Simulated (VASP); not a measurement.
# O (R-3m) in VASP: density of states with PBE+D3(BJ)

Aim: the density of states of O with PBE+D3(BJ).

Everything below comes from runs of VASP 6.6.1. Logs are shortened: lines on timing, memory, paths and dates and some standing lists are left out, and cuts for length are marked.

## 1. The cell of the first run

It takes space group R-3m (No. 166, trigonal). The conventional cell has a = 3.527 Å, b = 3.527 Å, c = 11.646 Å, α = 90.00°, β = 90.00°, γ = 120.00°. O (site symmetry 3m) has 1 O at 1.22 Å within 1.6 Å.

## 2. Density of states, PBE+D3(BJ), collinear spin, ferromagnetic start

POSCAR reads:

```
O
1.0
    1.7637033856      1.0182746245      3.8818702962
   -1.7637033856      1.0182746245      3.8818702962
    0.0000000000     -2.0365492489      3.8818702962
O
2
Direct
    0.9476824978      0.9476824978      0.9476824978
    0.0523175022      0.0523175022      0.0523175022
```

INCAR.step1 reads:

```
PREC     = Accurate       # precision mode
ENCUT    = 520            # plane-wave cutoff, eV
EDIFF    = 1E-7           # SCF threshold, eV
ISMEAR   = 0              # smearing method
SIGMA    = 0.02           # smearing width, eV
LREAL    = F              # projectors in reciprocal space
LASPH    = T              # aspherical terms in the spheres
NELM     = 150            # most SCF steps
ALGO     = Normal         # electronic algorithm
ISIF     = 2              # what is computed and relaxed
LWAVE    = F              # write WAVECAR
LCHARG   = T              # write CHGCAR
ISPIN    = 2              # spin polarisation
MAGMOM   = 0.61 0.61      # initial moments
GGA      = PE             # functional
IVDW     = 12             # dispersion correction
NBANDS   = 17             # bands
```

KPOINTS.step1 reads:

```
Automatic mesh
0
Gamma
  9 9 9
```

INCAR.step2 reads:

```
PREC     = Accurate       # precision mode
ENCUT    = 520            # plane-wave cutoff, eV
EDIFF    = 1E-7           # SCF threshold, eV
ISMEAR   = -5             # smearing method
SIGMA    = 0.02           # smearing width, eV
LREAL    = F              # projectors in reciprocal space
LASPH    = T              # aspherical terms in the spheres
NELM     = 150            # most SCF steps
ALGO     = Normal         # electronic algorithm
ISIF     = 2              # what is computed and relaxed
LWAVE    = F              # write WAVECAR
LCHARG   = F              # write CHGCAR
ISPIN    = 2              # spin polarisation
MAGMOM   = 0.61 0.61      # initial moments
LORBIT   = 11             # projections on sites
GGA      = PE             # functional
IVDW     = 12             # dispersion correction
NBANDS   = 17             # bands
NEDOS    = 1001           # points of the DOS
ICHARG   = 11             # starting density
```

KPOINTS.step2 reads:

```
Automatic mesh
0
Gamma
  14 14 14
```

Potentials or basis: VASP PAW PBE potentials, release 64 (O).

Command:

```
cat potpaw_PBE.64/O/POTCAR > POTCAR
cp INCAR.step1 INCAR
cp KPOINTS.step1 KPOINTS
mpirun -np 1 vasp_std > vasp.out
cp INCAR.step2 INCAR
cp KPOINTS.step2 KPOINTS
mpirun -np 1 vasp_std > vasp.out
```

OUTCAR:

```text
PREC = Accurate
   ENCUT = 520
   EDIFF = 1E-7
   ISMEAR = -5
   LREAL = F
   LASPH = T
   NELM = 150
   ISIF = 2
   ISPIN = 2
   LORBIT = 11
   GGA = PE
   IVDW = 12
   ICHARG = 11
 IVDW          = 12

 ion  position               nearest neighbor table
   1  0.948  0.948  0.948-   2 1.22
   2  0.052  0.052  0.052-   1 1.22

  LATTYP: Found a trigonal (rhomboedric) cell.
 ALAT       =     4.3836571307
 COS(alpha) =     0.6762513723

  Lattice vectors:

 A1 = (   1.7637033856,   1.0182746245,   3.8818702962)
 A2 = (  -1.7637033856,   1.0182746245,   3.8818702962)
 A3 = (   0.0000000000,  -2.0365492489,   3.8818702962)

Analysis of symmetry for initial positions (statically):
=====================================================================
 Subroutine PRICEL returns:
 Original cell was already a primitive cell.

 Routine SETGRP: Setting up the symmetry group for a
 trigonal (rhombohedral) supercell.

 Subroutine GETGRP returns: Found 12 space group operations
 (whereof 12 operations were pure point group operations)
 out of a pool of 12 trial point group operations.

The static configuration has the point symmetry D_3d.

Analysis of symmetry for dynamics (positions and initial velocities):
=====================================================================
 Subroutine PRICEL returns:
 Original cell was already a primitive cell.

 Routine SETGRP: Setting up the symmetry group for a
 trigonal (rhombohedral) supercell.

 Subroutine GETGRP returns: Found 12 space group operations
 (whereof 12 operations were pure point group operations)
 out of a pool of 12 trial point group operations.

The dynamic configuration has the point symmetry D_3d.

Analysis of structural, dynamic, and magnetic symmetry:
=====================================================================
 Subroutine PRICEL returns:
 Original cell was already a primitive cell.

 Routine SETGRP: Setting up the symmetry group for a
 trigonal (rhombohedral) supercell.

 Subroutine GETGRP returns: Found 12 space group operations
 (whereof 12 operations were pure point group operations)
 out of a pool of 12 trial point group operations.

The overall configuration has the point symmetry D_3d.

 Subroutine INISYM returns: Found 12 space group operations
 (whereof 12 operations are pure point group operations),
 and found     1 'primitive' translations

----------------------------------------------------------------------------------------

                                     Primitive cell

  volume of cell :      41.8295

  direct lattice vectors                    reciprocal lattice vectors
     1.763703386  1.018274625  3.881870296     0.283494381  0.163675557  0.085869261
    -1.763703386  1.018274625  3.881870296    -0.283494381  0.163675557  0.085869261
     0.000000000 -2.036549249  3.881870296     0.000000000 -0.327351115  0.085869261

  length of vectors
     4.383657131  4.383657131  4.383657131     0.338426184  0.338426184  0.338426184

  position of ions in fractional coordinates (direct lattice)
     0.947682498  0.947682498  0.947682498
     0.052317502  0.052317502  0.052317502

  ion indices of the primitive-cell ions
   primitive index   ion index
                 1           1
                 2           2

----------------------------------------------------------------------------------------

 KPOINTS: Automatic mesh

Automatic generation of k-mesh.
 Grid dimensions read from file:
 generate k-points for:   14   14   14

 Generating k-lattice:

  Cartesian coordinates                     Fractional coordinates (reciprocal lattice)
     0.020249599  0.011691111  0.006133519     0.071428571  0.000000000 -0.000000000
    -0.020249599  0.011691111  0.006133519     0.000000000  0.071428571 -0.000000000
     0.000000000 -0.023382222  0.006133519    -0.000000000 -0.000000000  0.071428571

  Length of vectors
     0.024173299  0.024173299  0.024173299

  Shift w.r.t. Gamma in fractional coordinates (k-lattice)
     0.000000000  0.000000000  0.000000000

 TETIRR: Found   1372 inequivalent tetrahedra from    16464

 Subroutine IBZKPT returns following result:
 ===========================================

 Found    288 irreducible k-points:

 Following reciprocal coordinates:
            Coordinates               Weight
  0.000000  0.000000  0.000000      1.000000
  0.071429 -0.000000  0.000000      6.000000
  0.142857 -0.000000 -0.000000      6.000000
  0.214286 -0.000000  0.000000      6.000000
  0.285714 -0.000000 -0.000000      6.000000
  0.357143  0.000000 -0.000000      6.000000
[... 16 lines left out ...]
  0.214286  0.142857 -0.000000     12.000000
  0.285714  0.142857  0.000000     12.000000
 [... further k-points ...]
   k-points           NKPTS =    288   k-points in BZ     NKDIM =    288   number of bands    NBANDS=     17
   number of dos      NEDOS =   1001   number of ions     NIONS =      2
   total plane-waves  NPLWV =  46656
   dimension x,y,z NGX =    36 NGY =   36 NGZ =   36
   dimension x,y,z NGXF=    72 NGYF=   72 NGZF=   72
   ions per type =               2
   NGX,Y,Z   is equivalent  to a cutoff of  13.65, 13.65, 13.65 a.u.
   NGXF,Y,Z  is equivalent  to a cutoff of  27.31, 27.31, 27.31 a.u.
 SYSTEM =  unknown system
   PREC   = accura    normal or accurate (medium, high low for compatibility)
   ISTART =      0    job   : 0-new  1-cont  2-samecut
   ICHARG =     11    charge: 1-file 2-atom 10-const
   ISPIN  =      2    spin polarized calculation?
   LNONCOLLINEAR =      F non collinear calculations
   LSORBIT =      F    spin-orbit coupling
   LASPH  =      T    aspherical Exc in radial PAW
   ENCUT  =  520.0 eV  38.22 Ry    6.18 a.u.   8.15  8.15  8.15*2*pi/ulx,y,z
   NELM   =    150;   NELMIN=  2; NELMDL=  0     # of ELM steps
   EDIFF  = 0.1E-06   stopping-criterion for ELM
   LREAL  =      F    real-space projection
   EDIFFG = 0.1E-05   stopping-criterion for IOM
   NSW    =      0    number of steps for IOM
   IBRION =     -1    ionic relax: 0-MD 1-quasi-New 2-CG
   NFREE  =      0    steps in history (QN), initial steepest desc. (CG)
   ISIF   =      2    stress and relaxation
   ISYM   =      2    0-nonsym 1-usesym 2-fastsym
   POTIM  = 0.5000    time-step for ionic-motion
   TEBEG  =    0.0;   TEEND  =   0.0 temperature during run
   PSTRESS=    0.0 pullay stress
   NELECT =      12.0000    total number of electrons
   NUPDOWN=      -1.0000    fix difference up-down
   EMIN   =  10.00;   EMAX   =-10.00  energy-range for DOS
   EFERMI =   0.00;   METHOD = LEGACY
   ISMEAR =    -5;   SIGMA  =   0.02  broadening in eV -4-tet -1-fermi 0-gaus
   EFERMI_NEDOS =   21; number of points for ismear=-14 and -15
   IALGO  =     38    algorithm
   IMIX   =      4    mixing-type and parameters
     AMIX     =   0.40;   BMIX     =  1.00
     AMIX_MAG =   1.60;   BMIX_MAG =  1.00
  volume/ion in A,a.u.               =      20.91       141.14
  Fermi-wavevector in a.u.,A,eV,Ry     =   1.079711  2.040359 15.861354  1.165777
  Thomas-Fermi vector in A             =   2.215684
   LORBIT       =     11    0 simple, 1 ext, 2 COOP (PROOUT), +10 PAW based schemes
   GGA     = PE    functional components
   LHFCALC =     F    Hartree Fock is set to
   AEXX    =    0.0000 exact exchange contribution
   IVDW    =    12    specifies the selected vdW correction
   LEPSILON=     F    determine dielectric tensor
   LRPA    =     F    only Hartree local field effects (RPA)
 spin polarized calculation
 Fermi weights with tetrahedron method with Bloechl corrections
  energy-cutoff  :      520.00
  volume of cell :       41.83
 maximum number of plane-waves:      1151
 NGX is ok and might be reduce to    36

 number of electron      11.9999998 magnetization       2.0000018

 Free energy of the ion-electron system (eV)
  ---------------------------------------------------
  ext. energy  EPLUGINS =         0.00000000
  ---------------------------------------------------
  free energy    TOTEN  =        -9.88615562 eV

  energy without entropy =       -9.88615562  energy(sigma->0) =       -9.88615562

 E-fermi :  -3.1812     XC(G=0):  -6.6195

 val. band max:       -3.1840300426   @ k =   0.5000   0.5000   0.5000
 cond. band min:      -1.6399588396   @ k =   0.5000   0.5000   0.0000
 fundamental gap:      1.5440712030
 Fermi energy:        -3.1811664175

 spin component 1

 k-point     1 :       0.0000    0.0000    0.0000
  band No.  band energies     occupation
      1     -29.4545      1.00000
      2     -17.0557      1.00000
      3     -10.4353      1.00000
      4      -9.7453      1.00000
      5      -9.7453      1.00000
      6      -3.2905      1.00000
[... 9 lines left out ...]
     16      17.2675      0.00000
     17      19.4379      0.00000

 k-point     2 :       0.0714   -0.0000    0.0000
  band No.  band energies     occupation
      1     -29.4521      1.00000
      2     -17.0557      1.00000
      3     -10.4279      1.00000
      4      -9.7657      1.00000
      5      -9.7504      1.00000
      6      -3.3070      1.00000
[... 9 lines left out ...]
     16      17.8541      0.00000
     17      19.9835      0.00000
[... 421 lines left out ...]
 k-point    24 :       0.2857    0.1429    0.0000
  band No.  band energies     occupation
      1     -29.4280      1.00000
      2     -17.0812      1.00000
      3     -10.3099      1.00000
      4      -9.9147      1.00000
      5      -9.8207      1.00000
      6      -3.4817      1.00000
[... 9 lines left out ...]
     16      19.8032      0.00000
     17      20.8077      0.00000

 [... further k-points ...]

 spin component 2

 k-point     1 :       0.0000    0.0000    0.0000
  band No.  band energies     occupation
      1     -28.2530      1.00000
      2     -15.2395      1.00000
      3      -9.5867      1.00000
      4      -7.8125      1.00000
      5      -7.8125      1.00000
      6      -0.9160      0.00000
[... 9 lines left out ...]
     16      17.6676      0.00000
     17      19.5369      0.00000

 k-point     2 :       0.0714   -0.0000    0.0000
  band No.  band energies     occupation
      1     -28.2505      1.00000
      2     -15.2399      1.00000
      3      -9.5716      1.00000
      4      -7.8469      1.00000
      5      -7.8188      1.00000
      6      -0.9382      0.00000
[... 9 lines left out ...]
     16      18.0587      0.00000
     17      20.2776      0.00000
[... 421 lines left out ...]
 k-point    24 :       0.2857    0.1429    0.0000
  band No.  band energies     occupation
      1     -28.2248      1.00000
      2     -15.2752      1.00000
      3      -9.3492      1.00000
      4      -8.1339      1.00000
      5      -7.9112      1.00000
      6      -1.1784      0.00000
[... 9 lines left out ...]
     16      20.2110      0.00000
     17      21.3255      0.00000

 [... further k-points ...]

------------------------ aborting loop because EDIFF is reached ----------------------------------------

 Edisp (eV)   -0.07198

 E8    (eV) :    -0.0167

  FORCE on cell =-STRESS in cart. coord.  units (eV):
  Direction    XX          YY          ZZ          XY          YZ          ZX
  --------------------------------------------------------------------------------------
  -------------------------------------------------------------------------------------
  Total      -0.05489    -0.05489     1.31339     0.00000     0.00000     0.00000
  in kB      -2.10260    -2.10260    50.30634     0.00000     0.00000     0.00000
  external pressure =       15.37 kB  Pullay stress =        0.00 kB

 VOLUME and BASIS-vectors are now :
 -----------------------------------------------------------------------------
  energy-cutoff  :      520.00
  volume of cell :       41.83
      direct lattice vectors                 reciprocal lattice vectors
     1.763703386  1.018274625  3.881870296     0.283494381  0.163675557  0.085869261
    -1.763703386  1.018274625  3.881870296    -0.283494381  0.163675557  0.085869261
     0.000000000 -2.036549249  3.881870296     0.000000000 -0.327351115  0.085869261

 POSITION                                       TOTAL-FORCE (eV/Angst)
 -----------------------------------------------------------------------------------
      0.00000      0.00000     11.03634         0.000000     -0.000000     -1.147910
      0.00000      0.00000      0.60927         0.000000      0.000000      1.147910
 -----------------------------------------------------------------------------------
    total drift:                                0.000000     -0.000000     -0.000000

  FREE ENERGIE OF THE ION-ELECTRON SYSTEM (eV)
  ---------------------------------------------------
  free  energy   TOTEN  =        -9.9581384061 eV

  energy  without entropy=       -9.9581384061  energy(sigma->0) =       -9.95813841

 total charge

# of ion       s       p       d       tot
------------------------------------------
    1        1.612   3.298   0.000   4.910
    2        1.612   3.298   0.000   4.910
--------------------------------------------------
tot          3.224   6.596   0.000   9.820

 magnetization (x)

# of ion       s       p       d       tot
------------------------------------------
    1        0.010   0.799   0.000   0.809
    2        0.010   0.799   0.000   0.809
--------------------------------------------------
tot          0.021   1.598   0.000   1.619
```

Run time: 3.8 min. Hardware: 1 thread of AMD EPYC 9R45 (Zen 5), shared host; peak memory 0.39 GiB.

Results:

| Property | Result |
| --- | --- |
| Net moment | 2.00 μB per cell |
| Site moments | O +0.81 μB |
| Valence electrons inside the program's atomic spheres | O 4.91 |
| Dispersion energy per atom | -0.036 eV |

Levels at points of the mesh, in eV from the valence-band top:
Spin up:
```
           k point  band 5  band 6  band 7  band 8  band 9  band 10
(0.00, 0.00, 0.00)   -6.56   -0.11   -0.11    6.39   10.70    13.18
(0.50, 0.00, 0.00)   -6.66   -0.42   -0.26    8.97   10.53    11.00
(0.50, 0.50, 0.00)   -6.69   -0.63   -0.04    8.86   10.36    11.71
(0.50, 0.50, 0.50)   -6.60    0.00    0.00    6.86    7.62    11.94
```
Spin down:
```tsv
k point	band 1	band 2	band 3	band 4	band 5	band 6	band 7	band 8	band 9	band 10
(0.00, 0.00, 0.00)	-25.07	-12.06	-6.40	-4.63	-4.63	2.27	2.27	6.76	11.73	13.22
(0.50, 0.00, 0.00)	-25.02	-12.06	-5.99	-5.39	-4.75	1.85	2.07	9.61	10.91	11.93
(0.50, 0.50, 0.00)	-25.01	-12.16	-5.77	-5.31	-4.84	1.54	2.36	9.65	10.71	12.45
(0.50, 0.50, 0.50)	-25.05	-12.38	-5.69	-4.67	-4.67	2.41	2.41	7.46	7.88	12.74
```

Caveat: the standard files for N, O and F lose accuracy on very short bonds.
